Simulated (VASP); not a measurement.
Wanted: the native input for a VASP 6.6.1 run.

| Property | Result |
| --- | --- |
| Task | relaxation of cell and atoms |
| Functional | PBE |
| Potentials or basis | VASP PAW PBE potentials, release 64 (Rh_pv) |
| Cutoff | 600 eV |
| k mesh | 12 × 12 × 4 |
| Occupations | gaussian, width 0.1 eV |
| Spin | no spin polarisation |
| Dipole correction | no |
| Further INCAR settings | ALGO = Fast; EDIFF = 1e-06; IBRION = 2; EDIFFG = -0.05; NSW = 100; ISIF = 3 |

The structure of Rh lies in POSCAR:

```
Rh
1.0
    2.6839650000      0.0000000000      0.0000000000
   -1.3419830000      2.3243820000      0.0000000000
    0.0000000000      0.0000000000      4.3828970000
Rh
2
Direct
    0.0000000000      0.0000000000      0.0000000000
    0.3333333300      0.6666666700      0.5000000000
```

These files were run (other wordings do the same):

INCAR

```
PREC = Accurate
ENCUT = 600
EDIFF = 1E-6
ISMEAR = 0
SIGMA = 0.1
LREAL = F
LASPH = T
NELM = 60
ALGO = Fast
ISIF = 3
LWAVE = F
LCHARG = F
GGA = PE
IBRION = 2
NSW = 100
EDIFFG = -0.05
```

KPOINTS

```
regular mesh
0
Gamma
  12 12 4
```

Potentials or basis: VASP PAW PBE potentials, release 64 (Rh_pv).

Launch:

```console
$ cat potpaw_PBE.64/Rh_pv/POTCAR > POTCAR
$ mpirun -np 1 vasp_std > vasp.out
```

Results of the run:

```
Relaxed volume                         : 14.06 Å³/atom
Relaxed cell                           : a = 2.719 Å, b = 2.719 Å, c = 4.391 Å, α = 90.00°, β = 90.00°, γ = 120.00°
Space group after relaxing (to 0.05 Å) : P6_3/mmc (No. 194)
Energy gained by relaxing              : 10.3 meV/atom
Ionic steps                            : 6
Pressure after relaxing                : 0.2 GPa
Band gap on the k mesh                 : zero (band 15 reaches 12.19 eV, above the bottom of band 16 at 9.87 eV)
```

Wall time 97 s on 1 thread of Intel(R) Xeon(R) Platinum 8259CL CPU @ 2.50GHz (Skylake/Cascade Lake) (shared host), peak memory 0.18 GiB.
